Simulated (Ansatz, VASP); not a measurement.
## Two plane-wave programs on MgO

```xyz
2
Lattice="0.0000 2.0595 2.0929 2.0595 0.0000 2.0929 2.0595 2.0595 0.0000" Properties=species:S:1:pos:R:3 pbc="T T T"
Mg    0.0000    0.0000    0.0000
O     2.0595    2.0595    2.0929
```

Change from the starting cell: strained cell.

Alike in both runs: functional LDA; k mesh 8 × 8 × 8; occupations gaussian, width 0.02 eV; no spin polarisation.

Ansatz relaxed the structure, and its values are those at the end. VASP's run is a single point on that final structure, the one shown.

```csv
,VASP,Ansatz
version,VASP 6.6.1,Ansatz 0.2.0
potentials or method,"VASP PAW LDA potentials, release 64 (Mg, O), cutoff 600 eV","scalar-relativistic, plane waves, PAW"
valence electrons in the cell,8,16
```

```tsv
	VASP	Ansatz	Ansatz less VASP
gap on the k mesh at the Fermi level (eV)	5.15	5.15	+0.003
least direct gap on the mesh (eV)	5.15	5.15	+0.003
pressure (GPa)	0.4	2.6	+2.14
```

Ansatz warns that its potentials were made for another functional, while VASP's fit it. LDA's correlation is that of Perdew and Zunger in VASP and of Perdew and Wang (1992) in Ansatz. VASP's potentials hold 8 valence electrons a cell and Ansatz's 16, so a difference there can come from the potentials and not from the codes. Ansatz's warnings: stress scf threshold loose.
